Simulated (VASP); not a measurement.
**AlB2N3: single point with PBE**

The system is AlB2N3.

```
Al B N
1.0
     2.76804    0.00000    0.00000
    -1.38402    2.39720    0.00000
     0.00000    0.00000   25.97745
Al B N
2 4 6
Direct
  0.00000 0.00000 0.25000
  0.00000 0.00000 0.75000
  0.00000 0.00000 0.91745
  0.00000 0.00000 0.58255
  0.00000 0.00000 0.08255
  0.00000 0.00000 0.41745
  0.66667 0.33333 0.75000
  0.66667 0.33333 0.08255
  0.66667 0.33333 0.41745
  0.33333 0.66667 0.91745
  0.33333 0.66667 0.25000
  0.33333 0.66667 0.58255
```

```json
{"Program": "VASP 6.6.1", "Task": "single point", "Functional": "PBE", "Potentials or basis": "VASP PAW PBE potentials, release 64 (Al, B, N)", "Cutoff": "520 eV", "k mesh": "12 × 12 × 1", "Occupations": "gaussian, width 0.02 eV", "Spin": "no spin polarisation"}
```

```yaml
Pressure: 0.3 GPa
Band_gap_on_the_k_mesh: 2.97 eV, direct
```

Stress tensor (GPa, compression positive):
```
 0.50  0.00  0.00
 0.00  0.50  0.00
 0.00  0.00 -0.03
```

Levels at points of the mesh, in eV from the valence-band top:
```csv
k point,band 22,band 23,band 24,band 25,band 26,band 27
"(0.00, 0.00, 0.00)",-0.13,-0.13,-0.13,3.15,3.54,3.85
"(0.50, 0.00, 0.00)",-0.79,-0.41,-0.41,3.24,3.25,3.46
```

Wall time 64 s on 1 thread of Intel(R) Xeon(R) 6975P-C (Granite Rapids), with other jobs on the host, peak memory 0.36 GiB.

A k mesh can miss the band edges.
